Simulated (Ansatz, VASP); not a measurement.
## Sn2TeAs2: VASP beside Ansatz

```
CELL_PARAMETERS angstrom
4.02606 0.00000 0.00000
0.00000 4.02606 0.00000
0.00000 0.00000 8.15284
ATOMIC_POSITIONS crystal
Sn 0.50000 0.50000 0.78263
Sn 0.50000 0.50000 0.21737
Te 0.00000 0.00000 0.00000
As 0.50000 0.00000 0.50000
As 0.00000 0.50000 0.50000
```

Change from the starting cell: species swapped into the BaAs2Pd2 type (P4/mmm, No. 123).

Alike in both runs: functional PBE; k mesh 10 × 10 × 6; occupations gaussian, width 0.1 eV; no spin polarisation.

Ansatz relaxed the structure, and its values are those at the end. VASP's run is a single point on that final structure, the one shown.

|  | VASP | Ansatz |
| --- | --- | --- |
| version | VASP 6.6.1 | Ansatz 0.2.0 |
| potentials or method | VASP PAW PBE potentials, release 64 (Sn_d, Te, As), cutoff 520 eV | scalar-relativistic, plane waves, PAW |
| valence electrons in the cell | 44 | 74 |

```tsv
	VASP	Ansatz	Ansatz less VASP
gap on the k mesh at the Fermi level (eV)	none	none	-
pressure (GPa)	0.0	0.0	0.00
```

A gap of «none» marks a metal or a gap that the smearing closes. With one functional, cell and mesh, what is left measures potentials, basis and numerics. VASP's potentials hold 44 valence electrons a cell and Ansatz's 74, so a difference there can come from the potentials and not from the codes.

Spin-orbit coupling is off throughout.
